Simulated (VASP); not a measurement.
# Be2WN3 (P2/m) in VASP: single point with PBE

Aim: the single point of Be2WN3 with PBE.

Everything below comes from runs of VASP 6.6.1. Logs are shortened: lines on timing, memory, paths and dates and some standing lists are left out, and cuts for length are marked.

### Step 1. The cell of the first run

The typed cell holds 6 atoms: a = 3.061 Å, b = 5.196 Å, c = 4.947 Å, α = 90.00°, β = 128.19°, γ = 90.00°.

The cell was built from a structure type or drawn by symmetry, and may not be a known phase.

### Step 2. Single point, PBE

INCAR reads:

```
  ALGO = Normal
  EDIFF = 1E-6
  ENCUT = 600
  GGA = PE
  GGA_COMPAT = False
  ISIF = 2
  ISMEAR = 0
  LASPH = True
  LCHARG = False
  LREAL = False
  LWAVE = False
  NBANDS = 26
  NELM = 120
  PREC = Accurate
  SIGMA = 0.15
```

KPOINTS reads:

```
k-points
0
Gamma
  3 3 3
```

POSCAR reads:

```
Be2WN3
1.0
    2.9755146901      0.0000000000     -0.7204391258
    0.0000000000      5.1958860836      0.0000000000
   -2.0579984847      0.0000000000      4.4988811963
Be W N
2 1 3
Direct
    0.0000000000      0.5000000000      0.5000000000
    0.0000000000      0.0000000000      0.0000000000
    0.0000000000      0.0000000000      0.5000000000
    0.5000000000      0.5000000000      0.5000000000
    0.5000000000      0.8398205009      0.0000000000
    0.5000000000      0.1601794991      0.0000000000
```

Potentials or basis: VASP PAW PBE potentials, release 64 (Be, W_sv, N).

Started as:

```console
cat potpaw_PBE.64/Be/POTCAR potpaw_PBE.64/W_sv/POTCAR potpaw_PBE.64/N/POTCAR > POTCAR
mpirun -np 1 vasp_std > vasp.out
```

OUTCAR:

```text
EDIFF = 1E-6
   ENCUT = 600
   GGA = PE
   ISIF = 2
   ISMEAR = 0
   LASPH = True
   LREAL = False
   NELM = 120
   PREC = Accurate

 ion  position               nearest neighbor table
   1  0.000  0.500  0.500-   4 1.53   4 1.53   3 2.60   3 2.60
   2  0.000  0.000  0.000-   5 1.74   6 1.74   5 1.74   6 1.74   3 2.47   3 2.47   3 2.48   3 2.48

   3  0.000  0.000  0.500-   5 2.11   6 2.11   5 2.11   6 2.11   2 2.47   2 2.47   2 2.48   2 2.48
                             1 2.60   1 2.60
   4  0.500  0.500  0.500-   1 1.53   1 1.53
   5  0.500  0.840  0.000-   6 1.66   2 1.74   2 1.74   3 2.11   3 2.11
   6  0.500  0.160  0.000-   5 1.66   2 1.74   2 1.74   3 2.11   3 2.11

  LATTYP: Found a simple monoclinic cell.
 ALAT       =     3.0614898669
 B/A-ratio  =     1.6971756594
 C/A-ratio  =     1.2700504070
 COS(beta)  =    -0.0006674698

  Lattice vectors:

 A1 = (   2.9755146901,   0.0000000000,  -0.7204391258)
 A2 = (   0.0000000000,  -5.1958860836,   0.0000000000)
 A3 = (  -0.9175162054,   0.0000000000,  -3.7784420705)

Analysis of symmetry for initial positions (statically):
=====================================================================
 Subroutine PRICEL returns:
 Original cell was already a primitive cell.

 Routine SETGRP: Setting up the symmetry group for a
 simple monoclinic supercell.

 Subroutine GETGRP returns: Found  4 space group operations
 (whereof  4 operations were pure point group operations)
 out of a pool of  4 trial point group operations.

The static configuration has the point symmetry C_2h.

Analysis of symmetry for dynamics (positions and initial velocities):
=====================================================================
 Subroutine PRICEL returns:
 Original cell was already a primitive cell.

 Routine SETGRP: Setting up the symmetry group for a
 simple monoclinic supercell.

 Subroutine GETGRP returns: Found  4 space group operations
 (whereof  4 operations were pure point group operations)
 out of a pool of  4 trial point group operations.

The dynamic configuration has the point symmetry C_2h.

 Subroutine INISYM returns: Found  4 space group operations
 (whereof  4 operations are pure point group operations),
 and found     1 'primitive' translations

----------------------------------------------------------------------------------------

                                     Primitive cell

  volume of cell :      61.8509

  direct lattice vectors                    reciprocal lattice vectors
     2.975514690  0.000000000 -0.720439126     0.377935781  0.000000000  0.172885487
     0.000000000  5.195886084  0.000000000     0.000000000  0.192459955  0.000000000
    -2.057998485  0.000000000  4.498881196     0.060521652  0.000000000  0.249962917

  length of vectors
     3.061489867  5.195886084  4.947250730     0.415601788  0.192459955  0.257185401

  position of ions in fractional coordinates (direct lattice)
     0.000000000  0.500000000  0.500000000
     0.000000000  0.000000000  0.000000000
     0.000000000  0.000000000  0.500000000
     0.500000000  0.500000000  0.500000000
     0.500000000  0.839820501  0.000000000
     0.500000000  0.160179499  0.000000000

  ion indices of the primitive-cell ions
   primitive index   ion index
                 1           1
                 2           2
                 3           3
                 4           4
                 5           5
                 6           6

----------------------------------------------------------------------------------------

 KPOINTS: k-points

Automatic generation of k-mesh.
 Grid dimensions read from file:
 generate k-points for:    3    3    3

 Generating k-lattice:

  Cartesian coordinates                     Fractional coordinates (reciprocal lattice)
     0.125978594  0.000000000  0.057628496     0.333333333  0.000000000  0.000000000
     0.000000000  0.064153318  0.000000000     0.000000000  0.333333333  0.000000000
     0.020173884  0.000000000  0.083320972     0.000000000  0.000000000  0.333333333

  Length of vectors
     0.138533929  0.064153318  0.085728467

  Shift w.r.t. Gamma in fractional coordinates (k-lattice)
     0.000000000  0.000000000  0.000000000

 Subroutine IBZKPT returns following result:
 ===========================================

 Found     10 irreducible k-points:

 Following reciprocal coordinates:
            Coordinates               Weight
  0.000000  0.000000  0.000000      1.000000
  0.333333  0.000000  0.000000      2.000000
  0.000000  0.333333  0.000000      2.000000
  0.333333  0.333333  0.000000      4.000000
  0.000000  0.000000  0.333333      2.000000
  0.333333  0.000000  0.333333      2.000000
 -0.333333  0.000000  0.333333      2.000000
  0.000000  0.333333  0.333333      4.000000
  0.333333  0.333333  0.333333      4.000000
 -0.333333  0.333333  0.333333      4.000000
   k-points           NKPTS =     10   k-points in BZ     NKDIM =     10   number of bands    NBANDS=     26
   number of dos      NEDOS =    301   number of ions     NIONS =      6
   total plane-waves  NPLWV =  40320
   dimension x,y,z NGX =    24 NGY =   42 NGZ =   40
   dimension x,y,z NGXF=    48 NGYF=   84 NGZF=   80
   ions per type =               2   1   3
   NGX,Y,Z   is equivalent  to a cutoff of  13.03, 13.44, 13.44 a.u.
   NGXF,Y,Z  is equivalent  to a cutoff of  26.07, 26.88, 26.88 a.u.
 SYSTEM =  unknown system
   PREC   = accura    normal or accurate (medium, high low for compatibility)
   ISTART =      0    job   : 0-new  1-cont  2-samecut
   ICHARG =      2    charge: 1-file 2-atom 10-const
   ISPIN  =      1    spin polarized calculation?
   LNONCOLLINEAR =      F non collinear calculations
   LSORBIT =      F    spin-orbit coupling
   LASPH  =      T    aspherical Exc in radial PAW
   ENCUT  =  600.0 eV  44.10 Ry    6.64 a.u.   6.11 10.38  9.88*2*pi/ulx,y,z
   NELM   =    120;   NELMIN=  2; NELMDL= -5     # of ELM steps
   EDIFF  = 0.1E-05   stopping-criterion for ELM
   LREAL  =      F    real-space projection
   EDIFFG = 0.1E-04   stopping-criterion for IOM
   NSW    =      0    number of steps for IOM
   IBRION =     -1    ionic relax: 0-MD 1-quasi-New 2-CG
   NFREE  =      0    steps in history (QN), initial steepest desc. (CG)
   ISIF   =      2    stress and relaxation
   ISYM   =      2    0-nonsym 1-usesym 2-fastsym
   POTIM  = 0.5000    time-step for ionic-motion
   TEBEG  =    0.0;   TEEND  =   0.0 temperature during run
   PSTRESS=    0.0 pullay stress
   NELECT =      33.0000    total number of electrons
   NUPDOWN=      -1.0000    fix difference up-down
   EMIN   =  10.00;   EMAX   =-10.00  energy-range for DOS
   EFERMI =   0.00;   METHOD = LEGACY
   ISMEAR =     0;   SIGMA  =   0.15  broadening in eV -4-tet -1-fermi 0-gaus
   EFERMI_NEDOS =   21; number of points for ismear=-14 and -15
   IALGO  =     38    algorithm
   IMIX   =      4    mixing-type and parameters
     AMIX     =   0.40;   BMIX     =  1.00
     AMIX_MAG =   1.60;   BMIX_MAG =  1.00
  volume/ion in A,a.u.               =      10.31        69.57
  Fermi-wavevector in a.u.,A,eV,Ry     =   1.327794  2.509167 23.987580  1.763037
  Thomas-Fermi vector in A             =   2.457080
   LORBIT       =      0    0 simple, 1 ext, 2 COOP (PROOUT), +10 PAW based schemes
   GGA     = PE    functional components
   LHFCALC =     F    Hartree Fock is set to
   AEXX    =    0.0000 exact exchange contribution
   IVDW    =     0    specifies the selected vdW correction
   LEPSILON=     F    determine dielectric tensor
   LRPA    =     F    only Hartree local field effects (RPA)
 non-spin polarized calculation
 Gauss-broadening in eV      SIGMA  =   0.15
  energy-cutoff  :      600.00
  volume of cell :       61.85
 maximum number of plane-waves:      2074
   NGX = 13   NGY = 21   NGZ = 19

 number of electron      33.0000001 magnetization

 Free energy of the ion-electron system (eV)
  ---------------------------------------------------
  ext. energy  EPLUGINS =         0.00000000
  ---------------------------------------------------
  free energy    TOTEN  =       -42.08613272 eV

  energy without entropy =      -42.04172175  energy(sigma->0) =      -42.06392723

 E-fermi :   5.4164     XC(G=0): -11.0368

 val. band max:        5.3861983442   @ k =  -0.3333   0.0000   0.3333
 cond. band min:       5.4723861446   @ k =   0.0000   0.0000   0.0000
 fundamental gap:      0.0861878004
 Fermi energy:         5.4163696061

 k-point     1 :       0.0000    0.0000    0.0000
  band No.  band energies     occupation
      1     -69.4697      2.00000
      2     -33.9943      2.00000
      3     -33.5958      2.00000
      4     -33.3466      2.00000
      5     -14.2639      2.00000
      6      -7.7943      2.00000
[... 18 lines left out ...]
     25      13.7198      0.00000
     26      14.1444      0.00000

 k-point     2 :       0.3333    0.0000    0.0000
  band No.  band energies     occupation
      1     -69.4593      2.00000
      2     -34.0311      2.00000
      3     -33.5720      2.00000
      4     -33.5649      2.00000
      5     -13.3077      2.00000
      6      -7.6588      2.00000
[... 18 lines left out ...]
     25      14.4993      0.00000
     26      16.2107      0.00000

 k-point     3 :       0.0000    0.3333    0.0000
  band No.  band energies     occupation
      1     -69.4697      2.00000
      2     -33.9943      2.00000
      3     -33.5957      2.00000
      4     -33.3466      2.00000
      5     -14.2454      2.00000
      6      -8.2096      2.00000
[... 18 lines left out ...]
     25      13.7197      0.00000
     26      14.5464      0.00000

 k-point     4 :       0.3333    0.3333    0.0000
  band No.  band energies     occupation
      1     -69.4593      2.00000
      2     -34.0310      2.00000
      3     -33.5718      2.00000
      4     -33.5649      2.00000
      5     -13.2965      2.00000
      6      -7.7224      2.00000
[... 18 lines left out ...]
     25      14.3554      0.00000
     26      15.6696      0.00000

 k-point     5 :       0.0000    0.0000    0.3333
  band No.  band energies     occupation
      1     -69.4692      2.00000
      2     -34.0545      2.00000
      3     -33.5928      2.00000
      4     -33.3438      2.00000
      5     -13.3793      2.00000
      6      -7.7504      2.00000
[... 18 lines left out ...]
     25      14.4791      0.00000
     26      14.7626      0.00000

 k-point     6 :       0.3333    0.0000    0.3333
  band No.  band energies     occupation
      1     -69.4593      2.00000
      2     -34.0311      2.00000
      3     -33.5720      2.00000
      4     -33.5649      2.00000
      5     -13.3076      2.00000
      6      -7.6588      2.00000
[... 18 lines left out ...]
     25      14.5015      0.00000
     26      16.2099      0.00000

 k-point     7 :      -0.3333    0.0000    0.3333
  band No.  band energies     occupation
      1     -69.4599      2.00000
      2     -33.9696      2.00000
      3     -33.5747      2.00000
      4     -33.5670      2.00000
      5     -14.1721      2.00000
      6      -7.7251      2.00000
[... 18 lines left out ...]
     25      14.7053      0.00000
     26      15.1624      0.00000

 k-point     8 :       0.0000    0.3333    0.3333
  band No.  band energies     occupation
      1     -69.4692      2.00000
      2     -34.0545      2.00000
      3     -33.5927      2.00000
      4     -33.3438      2.00000
      5     -13.3623      2.00000
      6      -8.0373      2.00000
[... 18 lines left out ...]
     25      13.8991      0.00000
     26      15.8178      0.00000

 k-point     9 :       0.3333    0.3333    0.3333
  band No.  band energies     occupation
      1     -69.4593      2.00000
      2     -34.0310      2.00000
      3     -33.5718      2.00000
      4     -33.5649      2.00000
      5     -13.2964      2.00000
      6      -7.7214      2.00000
[... 18 lines left out ...]
     25      14.3575      0.00000
     26      15.6653      0.00000

 k-point    10 :      -0.3333    0.3333    0.3333
  band No.  band energies     occupation
      1     -69.4599      2.00000
      2     -33.9696      2.00000
      3     -33.5746      2.00000
      4     -33.5670      2.00000
      5     -14.1612      2.00000
      6      -7.8501      2.00000
[... 18 lines left out ...]
     25      14.8499      0.00000
     26      15.2676      0.00000

------------------------ aborting loop because EDIFF is reached ----------------------------------------

  FORCE on cell =-STRESS in cart. coord.  units (eV):
  Direction    XX          YY          ZZ          XY          YZ          ZX
  --------------------------------------------------------------------------------------
  -------------------------------------------------------------------------------------
  Total       -0.0079003      0.1527792      0.1378974      0.0000000      0.0000000      0.0007291
  in kB       -0.2046470      3.9575694      3.5720751      0.0000000      0.0000000      0.0188868
  external PRESSURE =       2.4416658 kB  Pullay stress =       0.0000000 kB

 VOLUME and BASIS-vectors are now :
 -----------------------------------------------------------------------------
  energy-cutoff  :      600.00
  volume of cell :       61.85
      direct lattice vectors                 reciprocal lattice vectors
     2.975514690  0.000000000 -0.720439126     0.377935781  0.000000000  0.172885487
     0.000000000  5.195886084  0.000000000     0.000000000  0.192459955  0.000000000
    -2.057998485  0.000000000  4.498881196     0.060521652  0.000000000  0.249962917

 POSITION                                       TOTAL-FORCE (eV/Angst)
 -----------------------------------------------------------------------------------
     -1.02900      2.59794      2.24944        -0.000000      0.000000     -0.000000
      0.00000      0.00000      0.00000        -0.000000      0.000000     -0.000000
     -1.02900      0.00000      2.24944        -0.000000      0.000000     -0.000000
      0.45876      2.59794      1.88922        -0.000000      0.000000     -0.000000
      1.48776      4.36361     -0.36022         0.000000     -0.085623      0.000000
      1.48776      0.83227     -0.36022        -0.000000      0.085623     -0.000000
 -----------------------------------------------------------------------------------
    total drift:                                0.000000      0.000000     -0.000000

  FREE ENERGIE OF THE ION-ELECTRON SYSTEM (eV)
  ---------------------------------------------------
  free  energy   TOTEN  =       -42.0861327172 eV

  energy  without entropy=      -42.0417217469  energy(sigma->0) =      -42.06392723
```

Run time: 36 s. Hardware: 1 thread of Intel Xeon 8259CL, shared host; peak memory 0.2 GiB.

What came out:

```yaml
Free_energy: -42.0861 eV
Pressure: 0.2 GPa
Largest_force: 0.086 eV/Å
Band_gap_on_the_k_mesh: zero (an odd number of electrons rules out a gap without spin polarisation)
```

Forces on the atoms (eV/Å):
```
Be   0.000  0.000  0.000
Be   0.000  0.000  0.000
W    0.000  0.000  0.000
N    0.000  0.000  0.000
N    0.000 -0.086  0.000
N    0.000  0.086  0.000
```

Caveat: the k points lie up to 0.68 Å⁻¹ apart, too coarse for converged energies and pressures of a metal; spin-orbit coupling is left out, which moves the levels of the heavy elements.
